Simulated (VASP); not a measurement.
# SiC (P6_3mc) in VASP: notebook

Runs on SiC. Level: r2SCAN. Tasks: single point.

Program: VASP 6.6.1. These are calculated values, not measurements. Logs are shortened: lines on timing, memory, paths and dates and some standing lists are left out, and cuts for length are marked.

### Step 1. The cell of the first run

The structure is hexagonal, space group P6_3mc (No. 186). Conventional cell: a = 3.096 Å, b = 3.096 Å, c = 5.081 Å, α = 90.00°, β = 90.00°, γ = 120.00°. Si (site symmetry 3m) has 4 C at 1.88 to 1.96 Å within 2.5 Å. Within 2.5 Å of C (site symmetry 3m) lie 4 Si at 1.88 to 1.96 Å.

### Step 2. Single point, r2SCAN

POSCAR

```
SiC
1.0
    3.0963714546      0.0000000000      0.0000000000
   -1.5481857273      2.6815321698      0.0000000000
    0.0000000000      0.0000000000      5.0814314379
Si C
2 2
Direct
    0.3333333333      0.6666666667      0.0000000000
    0.6666666667      0.3333333333      0.5000000000
    0.3333333333      0.6666666667      0.3850000000
    0.6666666667      0.3333333333      0.8850000000
```

INCAR.step1

```
SYSTEM = SiC
ALGO = Normal
EDIFF = 1E-4
ENCUT = 520
GGA = PE
ISMEAR = 0
LASPH = .True.
LCHARG = .False.
LREAL = .False.
LWAVE = .True.
NBANDS = 16
NELM = 60
PREC = Accurate
SIGMA = 0.01
```

INCAR.step2

```
SYSTEM = SiC
ALGO = Normal
EDIFF = 1E-6
ENCUT = 520
ISIF = 2
ISMEAR = 0
ISTART = 1
LASPH = .True.
LCHARG = .True.
LELF = .True.
LMIXTAU = .True.
LREAL = .False.
LVHAR = .True.
LWAVE = .False.
METAGGA = R2SCAN
NBANDS = 16
NELM = 60
PREC = Accurate
SIGMA = 0.01
```

KPOINTS

```
k-points
0
Gamma
  12 12 4
  0 0 0
```

Potentials or basis: VASP PAW PBE potentials, release 64 (Si, C).

Launch:

```console
> cat potpaw_PBE.64/Si/POTCAR potpaw_PBE.64/C/POTCAR > POTCAR
> cp INCAR.step1 INCAR
> mpirun -np 1 vasp_std > vasp.out
> cp INCAR.step2 INCAR
> mpirun -np 1 vasp_std > vasp.out
```

OUTCAR:

```text
SYSTEM = SiC
   EDIFF = 1E-6
   ENCUT = 520
   ISIF = 2
   ISMEAR = 0
   ISTART = 1
   LASPH = .True.
   LREAL = .False.
   METAGGA = R2SCAN
   NELM = 60
   PREC = Accurate

 ion  position               nearest neighbor table
   1  0.333  0.667  0.000-   4 1.88   4 1.88   4 1.88   3 1.96   2 3.11   2 3.11   2 3.11   2 3.11
                             2 3.11   2 3.11
   2  0.667  0.333  0.500-   3 1.88   3 1.88   3 1.88   4 1.96   1 3.11   1 3.11   1 3.11   1 3.11
                             1 3.11   1 3.11
   3  0.333  0.667  0.385-   2 1.88   2 1.88   2 1.88   1 1.96
   4  0.667  0.333  0.885-   1 1.88   1 1.88   1 1.88   2 1.96

  LATTYP: Found a hexagonal cell.
 ALAT       =     3.0963714546
 C/A-ratio  =     1.6410923277

  Lattice vectors:

 A1 = (   3.0963714546,   0.0000000000,   0.0000000000)
 A2 = (  -1.5481857273,   2.6815321698,   0.0000000000)
 A3 = (   0.0000000000,   0.0000000000,   5.0814314379)

Analysis of symmetry for initial positions (statically):
=====================================================================
 Subroutine PRICEL returns:
 Original cell was already a primitive cell.

 Routine SETGRP: Setting up the symmetry group for a
 hexagonal supercell.

 Subroutine GETGRP returns: Found 12 space group operations
 (whereof  6 operations were pure point group operations)
 out of a pool of 24 trial point group operations.

The static configuration has the point symmetry C_3v.
 The point group associated with its full space group is C_6v.

Analysis of symmetry for dynamics (positions and initial velocities):
=====================================================================
 Subroutine PRICEL returns:
 Original cell was already a primitive cell.

 Routine SETGRP: Setting up the symmetry group for a
 hexagonal supercell.

 Subroutine GETGRP returns: Found 12 space group operations
 (whereof  6 operations were pure point group operations)
 out of a pool of 24 trial point group operations.

The dynamic configuration has the point symmetry C_3v.
 The point group associated with its full space group is C_6v.

 Subroutine INISYM returns: Found 12 space group operations
 (whereof  6 operations are pure point group operations),
 and found     1 'primitive' translations

----------------------------------------------------------------------------------------

                                     Primitive cell

  volume of cell :      42.1912

  direct lattice vectors                    reciprocal lattice vectors
     3.096371455  0.000000000  0.000000000     0.322958668  0.186460564  0.000000000
    -1.548185727  2.681532170  0.000000000     0.000000000  0.372921127  0.000000000
     0.000000000  0.000000000  5.081431438     0.000000000  0.000000000  0.196794941

  length of vectors
     3.096371455  3.096367844  5.081431438     0.372920693  0.372921127  0.196794941

  position of ions in fractional coordinates (direct lattice)
     0.333333333  0.666666667  0.000000000
     0.666666667  0.333333333  0.500000000
     0.333333333  0.666666667  0.385000000
     0.666666667  0.333333333  0.885000000

  ion indices of the primitive-cell ions
   primitive index   ion index
                 1           1
                 2           2
                 3           3
                 4           4

----------------------------------------------------------------------------------------

 KPOINTS: k-points

Automatic generation of k-mesh.
 Grid dimensions read from file:
 generate k-points for:   12   12    4

 Generating k-lattice:

  Cartesian coordinates                     Fractional coordinates (reciprocal lattice)
     0.026913222  0.015538380  0.000000000     0.083333333  0.000000000  0.000000000
     0.000000000  0.031076761  0.000000000     0.000000000  0.083333333  0.000000000
     0.000000000  0.000000000  0.049198735     0.000000000  0.000000000  0.250000000

  Length of vectors
     0.031076724  0.031076761  0.049198735

  Shift w.r.t. Gamma in fractional coordinates (k-lattice)
     0.000000000  0.000000000  0.000000000

 Subroutine IBZKPT returns following result:
 ===========================================

 Found     57 irreducible k-points:

 Following reciprocal coordinates:
            Coordinates               Weight
  0.000000  0.000000  0.000000      1.000000
  0.083333 -0.000000  0.000000      6.000000
  0.166667 -0.000000  0.000000      6.000000
  0.250000  0.000000  0.000000      6.000000
  0.333333 -0.000000  0.000000      6.000000
  0.416667 -0.000000  0.000000      6.000000
[... 16 lines left out ...]
  0.250000  0.000000  0.250000     12.000000
  0.333333 -0.000000  0.250000     12.000000
 [... further k-points ...]
   k-points           NKPTS =     57   k-points in BZ     NKDIM =     57   number of bands    NBANDS=     16
   number of dos      NEDOS =    301   number of ions     NIONS =      4
   total plane-waves  NPLWV =  23040
   dimension x,y,z NGX =    24 NGY =   24 NGZ =   40
[... 37 lines left out ...]
  Thomas-Fermi vector in A             =   2.321174
   LORBIT       =      0    0 simple, 1 ext, 2 COOP (PROOUT), +10 PAW based schemes
   METAGGA = R2SCAN    functional components
   LHFCALC =     F    Hartree Fock is set to
   AEXX    =    0.0000 exact exchange contribution
   IVDW    =     0    specifies the selected vdW correction
   LEPSILON=     F    determine dielectric tensor
   LRPA    =     F    only Hartree local field effects (RPA)
 non-spin polarized calculation
 Gauss-broadening in eV      SIGMA  =   0.01
  energy-cutoff  :      520.00
  volume of cell :       42.19
 maximum number of plane-waves:      1170
 NGX is ok and might be reduce to    24
   NGX = 11   NGY = 11   NGZ = 19

 number of electron      16.0000001 magnetization

 Free energy of the ion-electron system (eV)
  ---------------------------------------------------
  ext. energy  EPLUGINS =         0.00000000
  ---------------------------------------------------
  free energy    TOTEN  =       -38.59040717 eV

  energy without entropy =      -38.59040717  energy(sigma->0) =      -38.59040717

 E-fermi :   8.1465     XC(G=0): -11.8377

 val. band max:        8.0833726865   @ k =   0.0000   0.0000   0.0000
 cond. band min:      10.8124761095   @ k =   0.3333   0.3333   0.0000
 fundamental gap:      2.7291034230
 Fermi energy:         8.1464524978

 k-point     1 :       0.0000    0.0000    0.0000
  band No.  band energies     occupation
      1      -8.2790      2.00000
      2      -4.7879      2.00000
      3      -0.7957      2.00000
      4       6.4466      2.00000
      5       6.4466      2.00000
      6       7.7854      2.00000
[... 8 lines left out ...]
     15      17.2419      0.00000
     16      19.9839      0.00000

 k-point     2 :       0.0833   -0.0000    0.0000
  band No.  band energies     occupation
      1      -8.1560      2.00000
      2      -4.6833      2.00000
      3      -0.6820      2.00000
      4       5.7605      2.00000
      5       6.2351      2.00000
      6       7.3115      2.00000
[... 8 lines left out ...]
     15      17.5777      0.00000
     16      18.9571      0.00000

 k-point     3 :       0.1667   -0.0000    0.0000
  band No.  band energies     occupation
      1      -7.7903      2.00000
      2      -4.3793      2.00000
      3      -0.3513      2.00000
      4       4.2551      2.00000
      5       5.7524      2.00000
      6       6.1494      2.00000
[... 8 lines left out ...]
     15      17.9363      0.00000
     16      18.3339      0.00000

 k-point     4 :       0.2500    0.0000    0.0000
  band No.  band energies     occupation
      1      -7.1946      2.00000
      2      -3.9160      2.00000
      3       0.1408      2.00000
      4       2.6178      2.00000
      5       4.7104      2.00000
      6       5.2243      2.00000
[... 8 lines left out ...]
     15      18.5295      0.00000
     16      19.2552      0.00000
[... 324 lines left out ...]
 k-point    22 :       0.1667   -0.0000    0.2500
  band No.  band energies     occupation
      1      -7.4848      2.00000
      2      -5.2876      2.00000
      3       1.0103      2.00000
      4       4.5356      2.00000
      5       5.4328      2.00000
      6       5.9563      2.00000
[... 8 lines left out ...]
     15      17.9189      0.00000
     16      19.1610      0.00000

 k-point    23 :       0.2500    0.0000    0.2500
  band No.  band energies     occupation
      1      -6.8948      2.00000
      2      -4.7643      2.00000
      3       1.2050      2.00000
      4       3.1334      2.00000
      5       4.0015      2.00000
      6       5.4439      2.00000
[... 8 lines left out ...]
     15      19.1035      0.00000
     16      19.5197      0.00000

 k-point    24 :       0.3333   -0.0000    0.2500
  band No.  band energies     occupation
      1      -6.1115      2.00000
      2      -4.1269      2.00000
      3       0.5411      2.00000
      4       2.4110      2.00000
      5       2.9421      2.00000
      6       5.0147      2.00000
[... 8 lines left out ...]
     15      20.1406      0.00000
     16      20.3895      0.00000

 [... further k-points ...]
[... 5 lines left out ...]
  --------------------------------------------------------------------------------------
  -------------------------------------------------------------------------------------
  Total       -0.8499522     -0.8499496     -1.7221248      0.0000000      0.0000000      0.0000000
  in kB      -32.2762422    -32.2761419    -65.3962821      0.0000000      0.0000000      0.0000000
  external PRESSURE =     -43.3162221 kB  Pullay stress =       0.0000000 kB

 VOLUME and BASIS-vectors are now :
 -----------------------------------------------------------------------------
  energy-cutoff  :      520.00
  volume of cell :       42.19
      direct lattice vectors                 reciprocal lattice vectors
     3.096371455  0.000000000  0.000000000     0.322958668  0.186460564  0.000000000
    -1.548185727  2.681532170  0.000000000     0.000000000  0.372921127  0.000000000
     0.000000000  0.000000000  5.081431438     0.000000000  0.000000000  0.196794941

 POSITION                                       TOTAL-FORCE (eV/Angst)
 -----------------------------------------------------------------------------------
     -0.00000      1.78769      0.00000         0.000000     -0.000000      0.740005
      1.54819      0.89384      2.54072        -0.000000      0.000000      0.740005
     -0.00000      1.78769      1.95635         0.000000      0.000000     -0.740005
      1.54819      0.89384      4.49707        -0.000000      0.000000     -0.740005
 -----------------------------------------------------------------------------------
    total drift:                               -0.000000     -0.000000      0.001369

  FREE ENERGIE OF THE ION-ELECTRON SYSTEM (eV)
  ---------------------------------------------------
  free  energy   TOTEN  =       -38.5904071749 eV

  energy  without entropy=      -38.5904071749  energy(sigma->0) =      -38.59040717
```

Wall time 3.1 min (1 thread of Intel Xeon 8259CL, shared host); peak memory 0.18 GiB.

What came out:

* Free energy: -38.5904 eV
* Pressure: -4.3 GPa
* Largest force: 0.740 eV/Å
* Band gap on the k mesh: 2.73 eV (least direct gap 4.54 eV)

Forces in eV/Å, atoms in the order of the input:
```
Si   0.000  0.000  0.740
Si   0.000  0.000  0.740
C    0.000  0.000 -0.740
C    0.000  0.000 -0.740
```

Levels at points of the mesh, in eV from the valence-band top:
```
           k point  band 5  band 6  band 7  band 8  band 9  band 10  band 11  band 12
(0.00, 0.00, 0.00)   -1.64   -0.30   -0.30    0.00    5.00     6.35     6.89     6.89
(0.50, 0.00, 0.00)   -5.56   -3.68   -3.28   -1.56    2.98     4.60     7.15     7.63
(0.00, 0.00, 0.50)   -1.02   -1.02   -1.02   -1.02    6.11     6.11     7.58     7.58
(0.50, 0.00, 0.50)   -2.80   -2.80   -2.44   -2.44    3.54     3.54     5.42     5.42
```

Caveat: the cell stands under tension; the PAW data sets were made with another functional, which shifts forces and pressure a little. r2SCAN opens gaps a little over a GGA but as a rule still falls short of measured ones.

### Step 3. Single point, r2SCAN

This run uses another cell than the first one, of 10.75 Å³/atom.

POSCAR

```
SiC
1.0
    3.1164783262      0.0000000000      0.0000000000
   -1.5582391631      2.6989452042      0.0000000000
    0.0000000000      0.0000000000      5.1144286705
Si C
2 2
Direct
    0.3333333333      0.6666666667      0.0000000000
    0.6666666667      0.3333333333      0.5000000000
    0.3333333333      0.6666666667      0.3850000000
    0.6666666667      0.3333333333      0.8850000000
```

INCAR.step1

```
SYSTEM = SiC
PREC = Accurate
ENCUT = 520
ISMEAR = 0
SIGMA = 0.01
LREAL = .FALSE.
LASPH = .TRUE.
NELM = 60
NBANDS = 16
GGA = PE
ALGO = Normal
EDIFF = 1E-4
LWAVE = .TRUE.
LCHARG = .FALSE.
```

INCAR.step2

```
SYSTEM = SiC
PREC = Accurate
ENCUT = 520
EDIFF = 1E-6
ISMEAR = 0
SIGMA = 0.01
LREAL = .FALSE.
LASPH = .TRUE.
NELM = 60
ALGO = Normal
ISIF = 2
LWAVE = .FALSE.
LCHARG = .FALSE.
METAGGA = R2SCAN
LMIXTAU = .TRUE.
NBANDS = 16
ISTART = 1
```

KPOINTS

```
regular mesh
0
G
  12 12 4
  0 0 0
```

Potentials or basis: VASP PAW PBE potentials, release 64 (Si, C).

Launch:

```console
> cat potpaw_PBE.64/Si/POTCAR potpaw_PBE.64/C/POTCAR > POTCAR
> cp INCAR.step1 INCAR
> mpirun -np 1 vasp_std > vasp.out
> cp INCAR.step2 INCAR
> mpirun -np 1 vasp_std > vasp.out
```

Wall time 2.5 min (1 thread of Intel Xeon 8259CL, shared host); peak memory 0.18 GiB.

Results (log left out):

* Free energy: -38.5580 eV
* Pressure: -8.3 GPa
* Largest force: 0.711 eV/Å
* Band gap on the k mesh: 2.76 eV (least direct gap 4.49 eV)

Forces on the atoms (eV/Å):
```
Si   0.000  0.000  0.711
Si   0.000  0.000  0.711
C    0.000  0.000 -0.711
C    0.000  0.000 -0.711
```

Stress tensor (GPa, compression positive):
```
-7.39  0.00  0.00
 0.00 -7.39  0.00
 0.00  0.00 -9.98
```

Levels at points of the mesh, in eV from the valence-band top:
| k point | band 5 | band 6 | band 7 | band 8 | band 9 | band 10 | band 11 | band 12 |
| --- | --- | --- | --- | --- | --- | --- | --- | --- |
| (0.00, 0.00, 0.00) | -1.63 | -0.30 | -0.30 | 0.00 | 4.82 | 6.13 | 6.77 | 6.77 |
| (0.50, 0.00, 0.00) | -5.49 | -3.64 | -3.23 | -1.56 | 2.94 | 4.56 | 7.00 | 7.55 |
| (0.00, 0.00, 0.50) | -1.02 | -1.02 | -1.02 | -1.02 | 5.92 | 5.92 | 7.47 | 7.47 |
| (0.50, 0.00, 0.50) | -2.77 | -2.77 | -2.41 | -2.41 | 3.49 | 3.49 | 5.33 | 5.33 |

Caveat: the cell stands under tension; the PAW data sets were made with another functional, which shifts forces and pressure a little.

### Step 4. Single point, r2SCAN

This run uses another cell than the first one, of 10.96 Å³/atom.

POSCAR

```
SiC
1.0
    3.1363290418      0.0000000000      0.0000000000
   -1.5681645209      2.7161364015      0.0000000000
    0.0000000000      0.0000000000      5.1470055276
Si C
2 2
Direct
    0.3333333333      0.6666666667      0.0000000000
    0.6666666667      0.3333333333      0.5000000000
    0.3333333333      0.6666666667      0.3850000000
    0.6666666667      0.3333333333      0.8850000000
```

INCAR.step1

```
PREC     = Accurate       # precision mode
ENCUT    = 520            # plane-wave cutoff, eV
ISMEAR   = 0              # smearing method
SIGMA    = 0.01           # smearing width, eV
LREAL    = False          # projectors in reciprocal space
LASPH    = True           # aspherical terms in the spheres
NELM     = 100            # most SCF steps
NBANDS   = 16             # bands
GGA      = PE             # functional
ALGO     = Normal         # electronic algorithm
EDIFF    = 1E-4           # SCF threshold, eV
LWAVE    = True           # write WAVECAR
LCHARG   = False          # write CHGCAR
```

INCAR.step2

```
PREC     = Accurate       # precision mode
ENCUT    = 520            # plane-wave cutoff, eV
EDIFF    = 1E-6           # SCF threshold, eV
ISMEAR   = 0              # smearing method
SIGMA    = 0.01           # smearing width, eV
LREAL    = False          # projectors in reciprocal space
LASPH    = True           # aspherical terms in the spheres
NELM     = 100            # most SCF steps
ALGO     = Normal         # electronic algorithm
ISIF     = 2              # what is computed and relaxed
LWAVE    = False          # write WAVECAR
LCHARG   = False          # write CHGCAR
METAGGA  = R2SCAN         # meta-GGA
LMIXTAU  = True         
NBANDS   = 16             # bands
ISTART   = 1
```

KPOINTS

```
regular mesh
0
Gamma
  12 12 4
```

Launch:

```console
> cat potpaw_PBE.64/Si/POTCAR potpaw_PBE.64/C/POTCAR > POTCAR
> cp INCAR.step1 INCAR
> mpirun -np 1 vasp_std > vasp.out
> cp INCAR.step2 INCAR
> mpirun -np 1 vasp_std > vasp.out
```

Wall time 2.7 min (1 thread of Intel Xeon 8259CL, shared host); peak memory 0.18 GiB.

The run converged. Its results:

```yaml
Free_energy: -38.5063 eV
Pressure: -11.8 GPa
Largest_force: 0.683 eV/Å
Band_gap_on_the_k_mesh: 2.78 eV (least direct gap 4.45 eV)
```

Forces in eV/Å, atoms in the order of the input:
```
Si   0.000  0.000  0.683
Si   0.000  0.000  0.683
C    0.000  0.000 -0.683
C    0.000  0.000 -0.683
```

Stress tensor (GPa, compression positive):
```
-11.17   0.00   0.00
  0.00 -11.17   0.00
  0.00   0.00 -13.10
```

Levels at points of the mesh, in eV from the valence-band top:
```
           k point  band 5  band 6  band 7  band 8  band 9  band 10  band 11  band 12
(0.00, 0.00, 0.00)   -1.62   -0.30   -0.30    0.00    4.64     5.91     6.65     6.65
(0.50, 0.00, 0.00)   -5.42   -3.60   -3.18   -1.55    2.89     4.53     6.84     7.48
(0.00, 0.00, 0.50)   -1.01   -1.01   -1.01   -1.01    5.74     5.74     7.36     7.36
(0.50, 0.00, 0.50)   -2.74   -2.74   -2.39   -2.39    3.44     3.44     5.24     5.24
```

Caveat: the cell stands under tension; the PAW data sets were made with another functional, which shifts forces and pressure a little.

### Step 5. The runs side by side

| cell | gap on the mesh (eV) | pressure (GPa) | largest force (eV/Å) |
| --- | --- | --- | --- |
| a = 3.096, b = 3.096, c = 5.081 Å, angles 90.0, 90.0, 120.0°, 4 atoms | 2.73 | -4.3 | 0.74 |
| a = 3.116, b = 3.116, c = 5.114 Å, angles 90.0, 90.0, 120.0°, 4 atoms | 2.76 | -8.3 | 0.71 |
| a = 3.136, b = 3.136, c = 5.147 Å, angles 90.0, 90.0, 120.0°, 4 atoms | 2.78 | -11.8 | 0.68 |

Alike in all rows: task single point; level r2SCAN; potentials or basis VASP PAW PBE potentials, release 64 (Si, C); no spin polarisation; k mesh 12 × 12 × 4; cutoff (eV) 520; smearing gaussian 0.01 eV.

Caveats: the cell stands under tension; the PAW data sets were made with another functional, which shifts forces and pressure a little.

Absolute energies hang on the potentials; compare differences alone.
